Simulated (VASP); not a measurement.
Input of a VASP 6.6.1 run:

Contents of INCAR:

```
SYSTEM = Al
  PREC = Accurate
  ENCUT = 520
  EDIFF = 1E-6
  ISMEAR = 0
  SIGMA = 0.1
  LREAL = .FALSE.
  LASPH = .TRUE.
  NELM = 100
  ALGO = Fast
  ISIF = 2
  LWAVE = .FALSE.
  LCHARG = .TRUE.
  GGA = PE
  LELF = .TRUE.
  LVHAR = .TRUE.
  NBANDS = 8
```

KPOINTS

```
regular mesh
0
G
  18 18 18
  0 0 0
```

The input POSCAR:

```
Al
1.0
   -1.5766908634      1.5766908634      1.5766908634
    1.5766908634     -1.5766908634      1.5766908634
    1.5766908634      1.5766908634     -1.5766908634
Al
1
Direct
    0.0000000000      0.0000000000      0.0000000000
```

Potentials or basis: VASP PAW PBE potentials, release 64 (Al).

Command:

```sh
$ cat potpaw_PBE.64/Al/POTCAR > POTCAR
$ mpirun -np 1 vasp_std > vasp.out
```

Task: Predict the band gap on the k mesh.

Result: Zero (an odd number of electrons rules out a gap without spin polarisation).

Task: What does it give for the pressure?

Result: 6.3 GPa.

Caveat: the cell differs from its parent crystal (strained); the cell stands under pressure.
